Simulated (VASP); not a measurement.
# In4Ru (F-43m) in VASP: single point with PBE

Aim: the single point of In4Ru with PBE.

All numbers are computed with VASP 6.6.1; they aren't measurements. Logs are shortened: lines on timing, memory, paths and dates and some standing lists are left out, and cuts for length are marked.

## (1) The cell of the first run

It takes space group F-43m (No. 216, cubic). The conventional cell has a = 8.051 Å, b = 8.051 Å, c = 8.051 Å, α = 90.00°, β = 90.00°, γ = 90.00°. Within 3.8 Å of In (site symmetry 3m) lie 6 In at 2.85 Å and 3 Ru at 3.34 Å. Within 4.4 Å of Ru (site symmetry -43m) lie 12 In at 3.34 Å.

## (2) Single point, PBE

Contents of INCAR:

```
PREC = Accurate
ENCUT = 520
EDIFF = 1E-7
ISMEAR = 0
SIGMA = 0.2
LREAL = False
LASPH = True
NELM = 80
ALGO = Normal
ISIF = 2
LWAVE = False
LCHARG = False
GGA = PE
NBANDS = 41
```

Contents of KPOINTS:

```
regular mesh
0
Gamma
  4 4 4
```

Contents of POSCAR:

```
In4Ru
1.0
    0.0000000000      4.0256612077      4.0256612077
    4.0256612077      0.0000000000      4.0256612077
    4.0256612077      4.0256612077      0.0000000000
In Ru
4 1
Direct
    0.3750149000      0.3750149000      0.3750149000
    0.3750149000      0.3750149000      0.8749553000
    0.3750149000      0.8749553000      0.3750149000
    0.8749553000      0.3750149000      0.3750149000
    0.7500000000      0.7500000000      0.7500000000
```

Potentials or basis: VASP PAW PBE potentials, release 64 (In_d, Ru_pv).

Launch:

```sh
$ cat potpaw_PBE.64/In_d/POTCAR potpaw_PBE.64/Ru_pv/POTCAR > POTCAR
$ mpirun -np 1 vasp_std > vasp.out
```

OUTCAR:

```text
PREC = Accurate
   ENCUT = 520
   EDIFF = 1E-7
   ISMEAR = 0
   LREAL = False
   LASPH = True
   NELM = 80
   ISIF = 2
   GGA = PE

 ion  position               nearest neighbor table
   1  0.375  0.375  0.375-   2 2.85   3 2.85   4 2.85   2 2.85   3 2.85   4 2.85   5 3.34   5 3.34
                             5 3.34
   2  0.375  0.375  0.875-   1 2.85   3 2.85   4 2.85   1 2.85   3 2.85   4 2.85   5 3.34   5 3.34
                             5 3.34
   3  0.375  0.875  0.375-   1 2.85   2 2.85   4 2.85   2 2.85   1 2.85   4 2.85   5 3.34   5 3.34
                             5 3.34
   4  0.875  0.375  0.375-   1 2.85   2 2.85   3 2.85   1 2.85   2 2.85   3 2.85   5 3.34   5 3.34
                             5 3.34
   5  0.750  0.750  0.750-   2 3.34   3 3.34   2 3.34   4 3.34   3 3.34   4 3.34   1 3.34   1 3.34
                             1 3.34   2 3.34   3 3.34   4 3.34

  LATTYP: Found a face centered cubic cell.
 ALAT       =     8.0513224154

  Lattice vectors:

 A1 = (   0.0000000000,   4.0256612077,   4.0256612077)
 A2 = (   4.0256612077,   0.0000000000,   4.0256612077)
 A3 = (   4.0256612077,   4.0256612077,   0.0000000000)

Analysis of symmetry for initial positions (statically):
=====================================================================
 Subroutine PRICEL returns:
 Original cell was already a primitive cell.

 Routine SETGRP: Setting up the symmetry group for a
 face centered cubic supercell.

 Subroutine GETGRP returns: Found 24 space group operations
 (whereof 24 operations were pure point group operations)
 out of a pool of 48 trial point group operations.

The static configuration has the point symmetry T_d .

Analysis of symmetry for dynamics (positions and initial velocities):
=====================================================================
 Subroutine PRICEL returns:
 Original cell was already a primitive cell.

 Routine SETGRP: Setting up the symmetry group for a
 face centered cubic supercell.

 Subroutine GETGRP returns: Found 24 space group operations
 (whereof 24 operations were pure point group operations)
 out of a pool of 48 trial point group operations.

The dynamic configuration has the point symmetry T_d .

 Subroutine INISYM returns: Found 24 space group operations
 (whereof 24 operations are pure point group operations),
 and found     1 'primitive' translations

----------------------------------------------------------------------------------------

                                     Primitive cell

  volume of cell :     130.4793

  direct lattice vectors                    reciprocal lattice vectors
     0.000000000  4.025661208  4.025661208    -0.124203199  0.124203199  0.124203199
     4.025661208  0.000000000  4.025661208     0.124203199 -0.124203199  0.124203199
     4.025661208  4.025661208  0.000000000     0.124203199  0.124203199 -0.124203199

  length of vectors
     5.693144677  5.693144677  5.693144677     0.215126251  0.215126251  0.215126251

  position of ions in fractional coordinates (direct lattice)
     0.375014900  0.375014900  0.375014900
     0.375014900  0.375014900  0.874955300
     0.375014900  0.874955300  0.375014900
     0.874955300  0.375014900  0.375014900
     0.750000000  0.750000000  0.750000000

  ion indices of the primitive-cell ions
   primitive index   ion index
                 1           1
                 2           2
                 3           3
                 4           4
                 5           5

----------------------------------------------------------------------------------------

 KPOINTS: regular mesh

Automatic generation of k-mesh.
 Grid dimensions read from file:
 generate k-points for:    4    4    4

 Generating k-lattice:

  Cartesian coordinates                     Fractional coordinates (reciprocal lattice)
    -0.031050800  0.031050800  0.031050800     0.250000000  0.000000000  0.000000000
     0.031050800 -0.031050800  0.031050800     0.000000000  0.250000000  0.000000000
     0.031050800  0.031050800 -0.031050800     0.000000000  0.000000000  0.250000000

  Length of vectors
     0.053781563  0.053781563  0.053781563

  Shift w.r.t. Gamma in fractional coordinates (k-lattice)
     0.000000000  0.000000000  0.000000000

 Subroutine IBZKPT returns following result:
 ===========================================

 Found      8 irreducible k-points:

 Following reciprocal coordinates:
            Coordinates               Weight
  0.000000  0.000000  0.000000      1.000000
  0.250000  0.000000  0.000000      8.000000
  0.500000  0.000000  0.000000      4.000000
  0.250000  0.250000  0.000000      6.000000
  0.500000  0.250000  0.000000     24.000000
 -0.250000  0.250000  0.000000     12.000000
  0.500000  0.500000  0.000000      3.000000
 -0.250000  0.500000  0.250000      6.000000
   k-points           NKPTS =      8   k-points in BZ     NKDIM =      8   number of bands    NBANDS=     41
   number of dos      NEDOS =    301   number of ions     NIONS =      5
   total plane-waves  NPLWV =  74088
   dimension x,y,z NGX =    42 NGY =   42 NGZ =   42
   dimension x,y,z NGXF=    84 NGYF=   84 NGZF=   84
   ions per type =               4   1
   NGX,Y,Z   is equivalent  to a cutoff of  12.26, 12.26, 12.26 a.u.
   NGXF,Y,Z  is equivalent  to a cutoff of  24.53, 24.53, 24.53 a.u.
 SYSTEM =  unknown system
   PREC   = accura    normal or accurate (medium, high low for compatibility)
   ISTART =      0    job   : 0-new  1-cont  2-samecut
   ICHARG =      2    charge: 1-file 2-atom 10-const
   ISPIN  =      1    spin polarized calculation?
   LNONCOLLINEAR =      F non collinear calculations
   LSORBIT =      F    spin-orbit coupling
   LASPH  =      T    aspherical Exc in radial PAW
   ENCUT  =  520.0 eV  38.22 Ry    6.18 a.u.  10.59 10.59 10.59*2*pi/ulx,y,z
   NELM   =     80;   NELMIN=  2; NELMDL= -5     # of ELM steps
   EDIFF  = 0.1E-06   stopping-criterion for ELM
   LREAL  =      F    real-space projection
   EDIFFG = 0.1E-05   stopping-criterion for IOM
   NSW    =      0    number of steps for IOM
   IBRION =     -1    ionic relax: 0-MD 1-quasi-New 2-CG
   NFREE  =      0    steps in history (QN), initial steepest desc. (CG)
   ISIF   =      2    stress and relaxation
   ISYM   =      2    0-nonsym 1-usesym 2-fastsym
   POTIM  = 0.5000    time-step for ionic-motion
   TEBEG  =    0.0;   TEEND  =   0.0 temperature during run
   PSTRESS=    0.0 pullay stress
   NELECT =      66.0000    total number of electrons
   NUPDOWN=      -1.0000    fix difference up-down
   EMIN   =  10.00;   EMAX   =-10.00  energy-range for DOS
   EFERMI =   0.00;   METHOD = LEGACY
   ISMEAR =     0;   SIGMA  =   0.20  broadening in eV -4-tet -1-fermi 0-gaus
   EFERMI_NEDOS =   21; number of points for ismear=-14 and -15
   IALGO  =     38    algorithm
   IMIX   =      4    mixing-type and parameters
     AMIX     =   0.40;   BMIX     =  1.00
     AMIX_MAG =   1.60;   BMIX_MAG =  1.00
  volume/ion in A,a.u.               =      26.10       176.10
  Fermi-wavevector in a.u.,A,eV,Ry     =   1.304394  2.464948 23.149561  1.701445
  Thomas-Fermi vector in A             =   2.435333
   LORBIT       =      0    0 simple, 1 ext, 2 COOP (PROOUT), +10 PAW based schemes
   GGA     = PE    functional components
   LHFCALC =     F    Hartree Fock is set to
   AEXX    =    0.0000 exact exchange contribution
   IVDW    =     0    specifies the selected vdW correction
   LEPSILON=     F    determine dielectric tensor
   LRPA    =     F    only Hartree local field effects (RPA)
 non-spin polarized calculation
 Gauss-broadening in eV      SIGMA  =   0.20
  energy-cutoff  :      520.00
  volume of cell :      130.48
 maximum number of plane-waves:      3527
   NGX = 21   NGY = 21   NGZ = 21

 number of electron      65.9999986 magnetization

 Free energy of the ion-electron system (eV)
  ---------------------------------------------------
  ext. energy  EPLUGINS =         0.00000000
  ---------------------------------------------------
  free energy    TOTEN  =       -15.75823604 eV

  energy without entropy =      -15.74068610  energy(sigma->0) =      -15.74946107

 E-fermi :   6.7915     XC(G=0): -10.0077

 val. band max:        6.6245135386   @ k =  -0.2500   0.5000   0.2500
 cond. band min:       6.9365160216   @ k =   0.5000   0.5000   0.0000
 fundamental gap:      0.3120024831
 Fermi energy:         6.7915115768

 k-point     1 :       0.0000    0.0000    0.0000
  band No.  band energies     occupation
      1     -34.9166      2.00000
      2     -34.9166      2.00000
      3     -34.9166      2.00000
      4      -9.2352      2.00000
      5      -8.7792      2.00000
      6      -8.7792      2.00000
[... 33 lines left out ...]
     40      11.3710      0.00000
     41      11.3710      0.00000

 k-point     2 :       0.2500    0.0000    0.0000
  band No.  band energies     occupation
      1     -34.9167      2.00000
      2     -34.9166      2.00000
      3     -34.9166      2.00000
      4      -9.1159      2.00000
      5      -8.7356      2.00000
      6      -8.7213      2.00000
[... 33 lines left out ...]
     40      11.1896      0.00000
     41      12.8903      0.00000

 k-point     3 :       0.5000    0.0000    0.0000
  band No.  band energies     occupation
      1     -34.9167      2.00000
      2     -34.9166      2.00000
      3     -34.9166      2.00000
      4      -8.9946      2.00000
      5      -8.6973      2.00000
      6      -8.6973      2.00000
[... 33 lines left out ...]
     40      11.1197      0.00000
     41      11.1577      0.00000

 k-point     4 :       0.2500    0.2500    0.0000
  band No.  band energies     occupation
      1     -34.9167      2.00000
      2     -34.9166      2.00000
      3     -34.9166      2.00000
      4      -9.0610      2.00000
      5      -8.7526      2.00000
      6      -8.6552      2.00000
[... 33 lines left out ...]
     40      12.2797      0.00000
     41      12.3250      0.00000

 k-point     5 :       0.5000    0.2500    0.0000
  band No.  band energies     occupation
      1     -34.9167      2.00000
      2     -34.9166      2.00000
      3     -34.9166      2.00000
      4      -8.8846      2.00000
      5      -8.6726      2.00000
      6      -8.6449      2.00000
[... 33 lines left out ...]
     40      11.2031      0.00000
     41      11.6554      0.00000

 k-point     6 :      -0.2500    0.2500    0.0000
  band No.  band energies     occupation
      1     -34.9167      2.00000
      2     -34.9166      2.00000
      3     -34.9166      2.00000
      4      -8.9546      2.00000
      5      -8.6937      2.00000
      6      -8.6740      2.00000
[... 33 lines left out ...]
     40      11.5459      0.00000
     41      12.1681      0.00000

 k-point     7 :       0.5000    0.5000    0.0000
  band No.  band energies     occupation
      1     -34.9167      2.00000
      2     -34.9166      2.00000
      3     -34.9166      2.00000
      4      -8.7653      2.00000
      5      -8.7646      2.00000
      6      -8.4808      2.00000
[... 33 lines left out ...]
     40      11.1514      0.00000
     41      11.1514      0.00000

 k-point     8 :      -0.2500    0.5000    0.2500
  band No.  band energies     occupation
      1     -34.9167      2.00000
      2     -34.9167      2.00000
      3     -34.9166      2.00000
      4      -8.6786      2.00000
      5      -8.6769      2.00000
      6      -8.6307      2.00000
[... 33 lines left out ...]
     40      11.2453      0.00000
     41      13.2553      0.00000

------------------------ aborting loop because EDIFF is reached ----------------------------------------

  FORCE on cell =-STRESS in cart. coord.  units (eV):
  Direction    XX          YY          ZZ          XY          YZ          ZX
  --------------------------------------------------------------------------------------
  -------------------------------------------------------------------------------------
  Total        0.1446543      0.1446543      0.1446543      0.0000000      0.0000000      0.0000000
  in kB        1.7762337      1.7762337      1.7762337      0.0000000      0.0000000      0.0000000
  external PRESSURE =       1.7762337 kB  Pullay stress =       0.0000000 kB

 VOLUME and BASIS-vectors are now :
 -----------------------------------------------------------------------------
  energy-cutoff  :      520.00
  volume of cell :      130.48
      direct lattice vectors                 reciprocal lattice vectors
     0.000000000  4.025661208  4.025661208    -0.124203199  0.124203199  0.124203199
     4.025661208  0.000000000  4.025661208     0.124203199 -0.124203199  0.124203199
     4.025661208  4.025661208  0.000000000     0.124203199  0.124203199 -0.124203199

 POSITION                                       TOTAL-FORCE (eV/Angst)
 -----------------------------------------------------------------------------------
      3.01937      3.01937      3.01937         0.032935      0.032935      0.032935
      5.03196      5.03196      3.01937        -0.032935     -0.032935      0.032935
      5.03196      3.01937      5.03196        -0.032935      0.032935     -0.032935
      3.01937      5.03196      5.03196         0.032935     -0.032935     -0.032935
      6.03849      6.03849      6.03849         0.000000      0.000000      0.000000
 -----------------------------------------------------------------------------------
    total drift:                               -0.000000     -0.000000     -0.000000

  FREE ENERGIE OF THE ION-ELECTRON SYSTEM (eV)
  ---------------------------------------------------
  free  energy   TOTEN  =       -15.7582360415 eV

  energy  without entropy=      -15.7406860982  energy(sigma->0) =      -15.74946107
```

Wall time 48 s (1 thread of AMD EPYC 9R14 (Zen 4), shared host); peak memory 0.23 GiB.

What came out:

- Free energy: -15.7582 eV
- Pressure: 0.2 GPa
- Largest force: 0.057 eV/Å
- Band gap on the k mesh: 0.31 eV, indirect (least direct gap 0.35 eV)

Forces on the atoms (eV/Å):
```
In   0.033  0.033  0.033
In  -0.033 -0.033  0.033
In  -0.033  0.033 -0.033
In   0.033 -0.033 -0.033
Ru   0.000  0.000  0.000
```

Levels at points of the mesh, in eV from the valence-band top:
```
           k point  band 30  band 31  band 32  band 33  band 34  band 35  band 36  band 37
(0.00, 0.00, 0.00)    -1.64    -1.64    -1.47    -1.47     0.84     0.84     0.84     1.64
(0.50, 0.00, 0.00)    -1.36    -0.43    -0.39    -0.39     0.53     0.53     2.56     3.66
(0.50, 0.50, 0.00)    -0.91    -0.57    -0.57    -0.41     0.31     3.85     3.86     3.88
```

Caveat: spin-orbit coupling is left out, which moves the levels of the heavy elements. A k mesh can miss the band edges.
